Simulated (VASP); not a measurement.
# In in VASP: settings compared

The runs below take In through single point, with PBE, LDA.

Everything below comes from runs of VASP 6.6.1. Logs are shortened: lines on timing, memory, paths and dates and some standing lists are left out, and cuts for length are marked.

## Step 1: The cell of the first run

The typed cell holds 1 atom: a = 3.257 Å, b = 3.280 Å, c = 3.309 Å, α = 111.84°, β = 110.15°, γ = 107.88°.

## Step 2: Single point, PBE

INCAR reads:

```
SYSTEM = In
  PREC = Accurate
  ENCUT = 520
  EDIFF = 1E-6
  ISMEAR = -1
  SIGMA = 0.1
  LREAL = .False.
  LASPH = .True.
  NELM = 60
  ALGO = Normal
  ISIF = 2
  LWAVE = .False.
  LCHARG = .False.
  GGA = PE
  NBANDS = 12
```

KPOINTS reads:

```
regular mesh
0
Gamma
  7 7 7
  0 0 0
```

POSCAR reads:

```
In
1.0
   -1.8697510000      1.8571300000      1.9138710000
    1.8335350000     -1.9128010000      1.9333270000
    1.8585180000      1.9015680000     -1.9695420000
In
1
Direct
   -0.0001030000     -0.0021710000      0.0014700000
```

Potentials or basis: VASP PAW PBE potentials, release 64 (In_d).

Started as:

```
$ cat potpaw_PBE.64/In_d/POTCAR > POTCAR
$ mpirun -np 1 vasp_std > vasp.out
```

OUTCAR:

```text
SYSTEM = In
   PREC = Accurate
   ENCUT = 520
   EDIFF = 1E-6
   ISMEAR = -1
   LREAL = .False.
   LASPH = .True.
   NELM = 60
   ISIF = 2
   GGA = PE

 ion  position               nearest neighbor table
   1  1.000  0.998  0.001-

  LATTYP: Found a triclinic cell.
 ALAT       =     8.3954481767
 B/A-ratio  =     0.6294611372
 C/A-ratio  =     0.3814140441
 COS(alpha) =     0.0102745828
 COS(beta)  =     0.2599013329
 COS(gamma) =     0.9498078946

  Lattice vectors:

 A1 = (  -3.7145190000,   7.5286290000,  -0.0751270000)
 A2 = (  -3.7032860000,   3.7699310000,  -0.0194560000)
 A3 = (   1.8223020000,   1.8458970000,   1.8776560000)

Analysis of symmetry for initial positions (statically):
=====================================================================
 Subroutine PRICEL returns:
 Original cell was already a primitive cell.

 Routine SETGRP: Setting up the symmetry group for a
 triclinic supercell.

 Subroutine GETGRP returns: Found  2 space group operations
 (whereof  1 operations were pure point group operations)
 out of a pool of  2 trial point group operations.

The static configuration has the point symmetry C_1 .
 The point group associated with its full space group is S_2 .

Analysis of symmetry for dynamics (positions and initial velocities):
=====================================================================
 Subroutine PRICEL returns:
 Original cell was already a primitive cell.

 Routine SETGRP: Setting up the symmetry group for a
 triclinic supercell.

 Subroutine GETGRP returns: Found  2 space group operations
 (whereof  1 operations were pure point group operations)
 out of a pool of  2 trial point group operations.

The dynamic configuration has the point symmetry C_1 .
 The point group associated with its full space group is S_2 .

 Subroutine INISYM returns: Found  2 space group operations
 (whereof  1 operations are pure point group operations),
 and found     1 'primitive' translations

----------------------------------------------------------------------------------------

                                     Primitive cell

  volume of cell :      26.6859

  direct lattice vectors                    reciprocal lattice vectors
    -1.869751000  1.857130000  1.913871000     0.003409630  0.269967979  0.263868111
     1.833535000 -1.912801000  1.933327000     0.273441875  0.004706203  0.262571609
     1.858518000  1.901568000 -1.969542000     0.271727210  0.266956742  0.006420938

  length of vectors
     3.256962211  3.280001761  3.308949335     0.377519159  0.379125912  0.380976124

  position of ions in fractional coordinates (direct lattice)
     0.999897000  0.997829000  0.001470000

  ion indices of the primitive-cell ions
   primitive index   ion index
                 1           1

----------------------------------------------------------------------------------------

 KPOINTS: regular mesh

Automatic generation of k-mesh.
 Grid dimensions read from file:
 generate k-points for:    7    7    7

 Generating k-lattice:

  Cartesian coordinates                     Fractional coordinates (reciprocal lattice)
     0.000487090  0.038566854  0.037695444     0.142857143  0.000000000  0.000000000
     0.039063125  0.000672315  0.037510230     0.000000000  0.142857143  0.000000000
     0.038818173  0.038136677  0.000917277     0.000000000  0.000000000  0.142857143

  Length of vectors
     0.053931308  0.054160845  0.054425161

  Shift w.r.t. Gamma in fractional coordinates (k-lattice)
     0.000000000  0.000000000  0.000000000

 Subroutine IBZKPT returns following result:
 ===========================================

 Found    172 irreducible k-points:

 Following reciprocal coordinates:
            Coordinates               Weight
  0.000000  0.000000  0.000000      1.000000
  0.142857 -0.000000 -0.000000      2.000000
  0.285714  0.000000 -0.000000      2.000000
  0.428571  0.000000 -0.000000      2.000000
  0.000000  0.142857  0.000000      2.000000
  0.142857  0.142857  0.000000      2.000000
[... 16 lines left out ...]
 -0.428571  0.428571  0.000000      2.000000
 -0.285714  0.428571  0.000000      2.000000
 [... further k-points ...]
   k-points           NKPTS =    172   k-points in BZ     NKDIM =    172   number of bands    NBANDS=     12
   number of dos      NEDOS =    301   number of ions     NIONS =      1
   total plane-waves  NPLWV =  16128
   dimension x,y,z NGX =    24 NGY =   24 NGZ =   28
   dimension x,y,z NGXF=    48 NGYF=   48 NGZF=   56
   ions per type =               1
   NGX,Y,Z   is equivalent  to a cutoff of  12.25, 12.16, 14.07 a.u.
   NGXF,Y,Z  is equivalent  to a cutoff of  24.50, 24.33, 28.14 a.u.
 SYSTEM =  In
   PREC   = accura    normal or accurate (medium, high low for compatibility)
   ISTART =      0    job   : 0-new  1-cont  2-samecut
   ICHARG =      2    charge: 1-file 2-atom 10-const
   ISPIN  =      1    spin polarized calculation?
   LNONCOLLINEAR =      F non collinear calculations
   LSORBIT =      F    spin-orbit coupling
   LASPH  =      T    aspherical Exc in radial PAW
   ENCUT  =  520.0 eV  38.22 Ry    6.18 a.u.   6.06  6.10  6.15*2*pi/ulx,y,z
   NELM   =     60;   NELMIN=  2; NELMDL= -5     # of ELM steps
   EDIFF  = 0.1E-05   stopping-criterion for ELM
   LREAL  =      F    real-space projection
   EDIFFG = 0.1E-04   stopping-criterion for IOM
   NSW    =      0    number of steps for IOM
   IBRION =     -1    ionic relax: 0-MD 1-quasi-New 2-CG
   NFREE  =      0    steps in history (QN), initial steepest desc. (CG)
   ISIF   =      2    stress and relaxation
   ISYM   =      2    0-nonsym 1-usesym 2-fastsym
   POTIM  = 0.5000    time-step for ionic-motion
   TEBEG  =    0.0;   TEEND  =   0.0 temperature during run
   PSTRESS=    0.0 pullay stress
   NELECT =      13.0000    total number of electrons
   NUPDOWN=      -1.0000    fix difference up-down
   EMIN   =  10.00;   EMAX   =-10.00  energy-range for DOS
   EFERMI =   0.00;   METHOD = LEGACY
   ISMEAR =    -1;   SIGMA  =   0.10  broadening in eV -4-tet -1-fermi 0-gaus
   EFERMI_NEDOS =   21; number of points for ismear=-14 and -15
   IALGO  =     38    algorithm
   IMIX   =      4    mixing-type and parameters
     AMIX     =   0.40;   BMIX     =  1.00
     AMIX_MAG =   1.60;   BMIX_MAG =  1.00
  volume/ion in A,a.u.               =      26.69       180.09
  Fermi-wavevector in a.u.,A,eV,Ry     =   1.288136  2.434225 22.576081  1.659295
  Thomas-Fermi vector in A             =   2.420108
   LORBIT       =      0    0 simple, 1 ext, 2 COOP (PROOUT), +10 PAW based schemes
   GGA     = PE    functional components
   LHFCALC =     F    Hartree Fock is set to
   AEXX    =    0.0000 exact exchange contribution
   IVDW    =     0    specifies the selected vdW correction
   LEPSILON=     F    determine dielectric tensor
   LRPA    =     F    only Hartree local field effects (RPA)
 non-spin polarized calculation
  energy-cutoff  :      520.00
  volume of cell :       26.69
 maximum number of plane-waves:       729
   NGX = 13   NGY = 13   NGZ = 13

 number of electron      12.9999998 magnetization

 Free energy of the ion-electron system (eV)
  ---------------------------------------------------
  ext. energy  EPLUGINS =         0.00000000
  ---------------------------------------------------
  free energy    TOTEN  =        -2.53787968 eV

  energy without entropy =       -2.52143015  energy(sigma->0) =       -2.52965491

 E-fermi :   7.4185     XC(G=0): -10.1609

 val. band max:        7.4083098592   @ k =  -0.4286   0.4286   0.2857
 cond. band min:       7.4289041060   @ k =   0.1429  -0.4286   0.2857
 fundamental gap:      0.0205942468
 Fermi energy:         7.4184966462

 k-point     1 :       0.0000    0.0000    0.0000
  band No.  band energies     occupation
      1      -7.3987      2.00000
      2      -7.3673      2.00000
      3      -7.3272      2.00000
      4      -7.1161      2.00000
      5      -7.0842      2.00000
      6      -2.1046      2.00000
      7      17.6218      0.00000
      8      18.1689      0.00000
      9      18.5953      0.00000
     10      20.0268      0.00000
     11      20.4266      0.00000
     12      20.6248      0.00000

 k-point     2 :       0.1429   -0.0000   -0.0000
  band No.  band energies     occupation
      1      -7.3594      2.00000
      2      -7.3476      2.00000
      3      -7.2981      2.00000
      4      -7.1413      2.00000
      5      -7.0925      2.00000
      6      -1.6326      2.00000
      7      14.8452      0.00000
      8      16.6223      0.00000
      9      17.2047      0.00000
     10      18.8984      0.00000
     11      19.3718      0.00000
     12      19.5826      0.00000

 k-point     3 :       0.2857    0.0000   -0.0000
  band No.  band energies     occupation
      1      -7.3960      2.00000
      2      -7.3410      2.00000
      3      -7.1662      2.00000
      4      -7.1113      2.00000
      5      -7.1056      2.00000
      6      -0.1894      2.00000
      7       9.9353      0.00000
      8      14.5521      0.00000
      9      15.8276      0.00000
     10      17.9166      0.00000
     11      18.2380      0.00000
     12      20.6722      0.00000
[... 286 lines left out ...]
 k-point    23 :      -0.4286    0.4286    0.0000
  band No.  band energies     occupation
      1      -7.4889      2.00000
      2      -7.3942      2.00000
      3      -7.1005      2.00000
      4      -7.0914      2.00000
      5      -6.9561      2.00000
      6       2.2396      2.00000
      7       5.7222      2.00000
      8      12.8852      0.00000
      9      14.5264      0.00000
     10      16.5679      0.00000
     11      17.6141      0.00000
     12      24.2688      0.00000

 k-point    24 :      -0.2857    0.4286    0.0000
  band No.  band energies     occupation
      1      -7.4299      2.00000
      2      -7.3496      2.00000
      3      -7.1353      2.00000
      4      -7.1062      2.00000
      5      -7.0345      2.00000
      6       1.2837      2.00000
      7       8.0062      0.00559
      8      11.4207      0.00000
      9      13.5037      0.00000
     10      17.6104      0.00000
     11      20.8618      0.00000
     12      21.6206      0.00000

 [... further k-points ...]

------------------------ aborting loop because EDIFF is reached ----------------------------------------

  FORCE on cell =-STRESS in cart. coord.  units (eV):
  Direction    XX          YY          ZZ          XY          YZ          ZX
  --------------------------------------------------------------------------------------
  -------------------------------------------------------------------------------------
  Total       -0.0213641      0.3181004      0.4484060      0.0335494      0.0778559      0.0884257
  in kB       -1.2826642     19.0982017     26.9215235      2.0142459      4.6743365      5.3089235
  external PRESSURE =      14.9123537 kB  Pullay stress =       0.0000000 kB

 VOLUME and BASIS-vectors are now :
 -----------------------------------------------------------------------------
  energy-cutoff  :      520.00
  volume of cell :       26.69
      direct lattice vectors                 reciprocal lattice vectors
    -1.869751000  1.857130000  1.913871000     0.003409630  0.269967979  0.263868111
     1.833535000 -1.912801000  1.933327000     0.273441875  0.004706203  0.262571609
     1.858518000  1.901568000 -1.969542000     0.271727210  0.266956742  0.006420938

 POSITION                                       TOTAL-FORCE (eV/Angst)
 -----------------------------------------------------------------------------------
     -0.03727     -0.04891      3.83991        -0.000000      0.000000      0.000000
 -----------------------------------------------------------------------------------
    total drift:                                0.000041     -0.000004      0.000002

  FREE ENERGIE OF THE ION-ELECTRON SYSTEM (eV)
  ---------------------------------------------------
  free  energy   TOTEN  =        -2.5378796772 eV

  energy  without entropy=       -2.5214301463  energy(sigma->0) =       -2.52965491
```

Wall time 45 s (1 thread of Intel Xeon 8259CL, shared host); peak memory 0.18 GiB.

What came out:

| Item | Value |
| --- | --- |
| Free energy | -2.5379 eV |
| Pressure | 1.5 GPa |
| Band gap on the k mesh | zero (an odd number of electrons rules out a gap without spin polarisation) |

Caveat: spin-orbit coupling is left out, which moves the levels of the heavy elements.

[end of part 1 of 2]
